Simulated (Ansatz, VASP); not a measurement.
**Ga in VASP and in Ansatz**

POSCAR

```
Ga
1.0
    2.7784220849      0.0000000000      0.0000000000
    0.0000000000      3.2816087900      0.0000000000
   -1.3434310986      0.0000000000      3.9902731763
Ga
2
Direct
    0.1345962700      0.7500000000      0.7701668300
    0.8654037300      0.2500000000      0.2298331700
```

INCAR.step1

```
PREC     = Accurate       # precision mode
ENCUT    = 520            # plane-wave cutoff, eV
ISMEAR   = -1             # smearing method
SIGMA    = 0.05           # smearing width, eV
LREAL    = False          # projectors in reciprocal space
LASPH    = True           # aspherical terms in the spheres
NELM     = 80             # most SCF steps
NBANDS   = 20             # bands
GGA      = PE             # functional
ALGO     = Normal         # electronic algorithm
EDIFF    = 1E-4           # SCF threshold, eV
LWAVE    = True           # write WAVECAR
LCHARG   = False          # write CHGCAR
```

The input INCAR.step2:

```
PREC     = Accurate       # precision mode
ENCUT    = 520            # plane-wave cutoff, eV
EDIFF    = 1E-7           # SCF threshold, eV
ISMEAR   = -1             # smearing method
SIGMA    = 0.05           # smearing width, eV
LREAL    = False          # projectors in reciprocal space
LASPH    = True           # aspherical terms in the spheres
NELM     = 80             # most SCF steps
ALGO     = Normal         # electronic algorithm
ISIF     = 2              # what is computed and relaxed
LWAVE    = False          # write WAVECAR
LCHARG   = True           # write CHGCAR
METAGGA  = R2SCAN         # meta-GGA
LMIXTAU  = True         
LELF     = True           # ELF
LVHAR    = True         
NBANDS   = 20             # bands
ISTART   = 1
```

Contents of KPOINTS:

```
Automatic mesh
0
Gamma
  10 8 7
```

input.yaml

```yaml
crystal:
  lattice:
    - [2.7784220849, 0.0, 0.0]
    - [0.0, 3.28160879, 0.0]
    - [-1.3434310986, 0.0, 3.9902731763]
  atoms:
    - { symbol: Ga, position: [0.13459627, 0.75, 0.77016683] }
    - { symbol: Ga, position: [0.86540373, 0.25, 0.22983317] }
hamiltonian:
  xc: r2scan
  pseudopotentials: { kind: paw }
kpoints:
  mp_grid: { grid: [10, 8, 7] }
scf:
  occupations: { method: fermi_dirac, width: 0.05 }
output:
  forces: true
  stress: true
  eigenvalues: true
  write_density: true
  write_potential: true
  elf: true
  volumetric_format: npy
```

Alike in both runs: task single point; functional r2SCAN; k mesh 10 × 8 × 7; occupations fermi-dirac, width 0.05 eV; no spin polarisation.

|  | VASP | Ansatz |
| --- | --- | --- |
| version | VASP 6.6.1 | Ansatz 0.2.0 |
| potentials or method | VASP PAW PBE potentials, release 64 (Ga_d) | Ansatz PAW |
| plane-wave cutoff (eV) | 520 | 500 |
| valence electrons in the cell | 26 | 26 |

|  | VASP | Ansatz | Ansatz less VASP |
| --- | --- | --- | --- |
| gap on the k mesh at the Fermi level (eV) | none | none | - |
| pressure (GPa) | 0.0 | -0.1 | -0.13 |
| traceless stress, the component that is largest in VASP (GPa) | 0.63 | 0.63 | -0.005 |
| rms of the force components (eV/Å) | 0.034 | 0.031 | -0.0036 |

VASP's potentials were made for PBE, not for r2SCAN. Atom by atom the forces differ by 0.004 eV/Å (rms over components). A gap of «none» marks a metal or a gap that the smearing closes. With one functional, cell and mesh, what is left measures potentials, basis and numerics.
